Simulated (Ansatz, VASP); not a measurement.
Cu: VASP beside Ansatz

INCAR

```
SYSTEM = Cu
ALGO = Fast
EDIFF = 1E-7
ENCUT = 520
GGA = PE
ISIF = 2
ISMEAR = 0
LASPH = .TRUE.
LCHARG = .FALSE.
LREAL = .FALSE.
LWAVE = .FALSE.
NBANDS = 18
NELM = 100
PREC = Accurate
SIGMA = 0.15
```

Contents of KPOINTS:

```
k-points
0
G
  24 24 12
  0 0 0
```

Contents of POSCAR:

```
Cu
1.0
    2.5340966698      0.0000000000      0.0000000000
   -1.2670483349      2.1945920917      0.0000000000
    0.0000000000      0.0000000000      4.2153852750
Cu
2
Direct
    0.3333333333      0.6666666667      0.2500000000
    0.6666666667      0.3333333333      0.7500000000
```

Input for Ansatz:

```yaml
crystal:
  lattice:
    - [2.5340966698, 0.0, 0.0]
    - [-1.2670483349, 2.1945920917, 0.0]
    - [0.0, 0.0, 4.215385275]
  atoms:
    - { symbol: Cu, position: [0.3333333333, 0.6666666667, 0.25] }
    - { symbol: Cu, position: [0.6666666667, 0.3333333333, 0.75] }
basis:
  ecutwfc: 420
kpoints:
  mp_grid: { grid: [24, 24, 12] }
hamiltonian:
  xc: pbe
scf:
  occupations: { method: gaussian, width: 0.15 }
output:
  forces: true
  stress: true
  eigenvalues: true
```

Change from the starting cell: strain +0.000 along x and y, +0.025 along z, atoms carried along.

Alike in both runs: task single point; functional PBE; k mesh 24 × 24 × 12; occupations gaussian, width 0.15 eV; no spin polarisation.

```csv
,VASP,Ansatz
version,VASP 6.6.1,Ansatz 0.2.0
potentials or method,"VASP PAW PBE potentials, release 64 (Cu), cutoff 520 eV","scalar-relativistic, plane waves, PAW"
valence electrons in the cell,22,38
```

Ansatz gave:

- gap on the k mesh at the Fermi level (eV): none
- pressure (GPa): 3.1
- traceless stress, the component that is largest in VASP (GPa): -1.80

**Question.** Which values does VASP return?

**Answer.** gap on the k mesh at the Fermi level (eV): none; pressure (GPa): 3.7; traceless stress, the component that is largest in VASP (GPa): -1.82.

A gap of «none» marks a metal or a gap that the smearing closes. VASP's potentials hold 22 valence electrons a cell and Ansatz's 38, so a difference there can come from the potentials and not from the codes.
